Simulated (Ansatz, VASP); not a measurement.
One calculation of Si, two programs

Contents of POSCAR:

```
Si
1.0
    0.0000000000      2.6540527078      2.7221053413
    2.7901579748      0.0000000000      2.7221053413
    2.7901579748      2.6540527078      0.0000000000
Si
2
Direct
    0.5000000000      0.5000000000      0.5000000000
    0.7500000000      0.7500000000      0.7500000000
```

INCAR.step1

```
PREC     = Accurate       # precision mode
ENCUT    = 520            # plane-wave cutoff, eV
ISMEAR   = 0              # smearing method
SIGMA    = 0.05           # smearing width, eV
LREAL    = False          # projectors in reciprocal space
LASPH    = True           # aspherical terms in the spheres
NELM     = 100            # most SCF steps
NBANDS   = 11             # bands
GGA      = PE             # functional
ALGO     = Normal         # electronic algorithm
EDIFF    = 1E-4           # SCF threshold, eV
LWAVE    = True           # write WAVECAR
LCHARG   = False          # write CHGCAR
```

The input INCAR.step2:

```
PREC     = Accurate       # precision mode
ENCUT    = 520            # plane-wave cutoff, eV
EDIFF    = 1E-7           # SCF threshold, eV
ISMEAR   = 0              # smearing method
SIGMA    = 0.05           # smearing width, eV
LREAL    = False          # projectors in reciprocal space
LASPH    = True           # aspherical terms in the spheres
NELM     = 100            # most SCF steps
ALGO     = Normal         # electronic algorithm
ISIF     = 2              # what is computed and relaxed
LWAVE    = False          # write WAVECAR
LCHARG   = False          # write CHGCAR
METAGGA  = R2SCAN         # meta-GGA
LMIXTAU  = True         
NBANDS   = 11             # bands
ISTART   = 1
```

The input KPOINTS:

```
Automatic mesh
0
Gamma
  8 8 8
```

Input for Ansatz:

```yaml
crystal:
  lattice:
    - [0.0, 2.6540527078, 2.7221053413]
    - [2.7901579748, 0.0, 2.7221053413]
    - [2.7901579748, 2.6540527078, 0.0]
  atoms:
    - { symbol: Si, position: [0.5, 0.5, 0.5] }
    - { symbol: Si, position: [0.75, 0.75, 0.75] }
basis:
  ecutwfc: 500
kpoints:
  mp_grid: { grid: [8, 8, 8] }
hamiltonian:
  xc: r2scan
scf:
  occupations: { method: gaussian, width: 0.05 }
output:
  forces: true
  stress: true
  eigenvalues: true
```

Change from the starting cell: strain +0.0250 x Voigt [1, -1, 0, 0, 0, 0], atoms carried along.

Alike in both runs: task single point; functional r2SCAN; k mesh 8 × 8 × 8; occupations gaussian, width 0.05 eV; no spin polarisation.

|  | VASP | Ansatz |
| --- | --- | --- |
| version | VASP 6.6.1 | Ansatz 0.2.0 |
| potentials or method | VASP PAW PBE potentials, release 64 (Si), cutoff 520 eV | scalar-relativistic, plane waves, PAW |
| valence electrons in the cell | 8 | 8 |

VASP gave:

```
gap on the k mesh at the Fermi level (eV)                     : 0.40
least direct gap on the mesh (eV)                             : 2.48
pressure (GPa)                                                : -0.2
traceless stress, the component that is largest in VASP (GPa) : -2.77
```

Problem. Which values does Ansatz return?

Solution. gap on the k mesh at the Fermi level (eV): 0.39; least direct gap on the mesh (eV): 2.46; pressure (GPa): 0.0; traceless stress, the component that is largest in VASP (GPa): -2.75.

VASP's potentials were made for PBE, not for r2SCAN. The functional is the same, so the differences come from potentials, cutoffs and numerics.
